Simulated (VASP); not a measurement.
Input of a VASP 6.6.1 run:

INCAR

```
SYSTEM = MoS2
ALGO     = Normal         ! electronic algorithm
EDIFF    = 1E-7           ! SCF threshold, eV
ENCUT    = 520            ! plane-wave cutoff, eV
GGA      = PE             ! functional
ISIF     = 2              ! what is computed and relaxed
ISMEAR   = -1             ! smearing method
LASPH    = .True.         ! aspherical terms in the spheres
LCHARG   = .False.        ! write CHGCAR
LREAL    = .False.        ! projectors in reciprocal space
LWAVE    = .False.        ! write WAVECAR
NBANDS   = 35             ! bands
NELM     = 80             ! most SCF steps
PREC     = Accurate       ! precision mode
SIGMA    = 0.1            ! smearing width, eV
```

Contents of KPOINTS:

```
k-points
0
Gamma
  8 8 2
  0 0 0
```

POSCAR

```
MoS2
1.0
    3.2463229892      0.0000000000      0.0000000000
   -1.6231614946      2.8113935630      0.0000000000
    0.0000000000      0.0000000000     12.6247032247
Mo S
2 4
Direct
    0.3333333333      0.6666666667      0.2500000000
    0.6666666667      0.3333333333      0.7500000000
    0.3333333333      0.6666666667      0.6230000000
    0.6666666667      0.3333333333      0.1230000000
    0.3333333333      0.6666666667      0.8770000000
    0.6666666667      0.3333333333      0.3770000000
```

Potentials or basis: VASP PAW PBE potentials, release 64 (Mo_sv, S).

The run is started by

```console
$ cat potpaw_PBE.64/Mo_sv/POTCAR potpaw_PBE.64/S/POTCAR > POTCAR
$ mpirun -np 1 vasp_std > vasp.out
```

Question: Estimate the band gap on the k mesh.

Answer: 1.03 eV, indirect (least direct gap 1.75 eV).

Question: Predict the pressure.

Answer: -7.5 GPa.

Stress tensor (GPa, compression positive):
```
-7.24  0.00  0.00
 0.00 -7.24  0.00
 0.00  0.00 -7.98
```

Caveat: this functional lacks dispersion, which binds the layers, so the pressure and a relaxed spacing across them are unreliable; forces of over 1 eV/Å act on the atoms, so gaps and moduli don't describe the material at rest. PBE gaps usually lie below the measured ones, often by a third to a half.
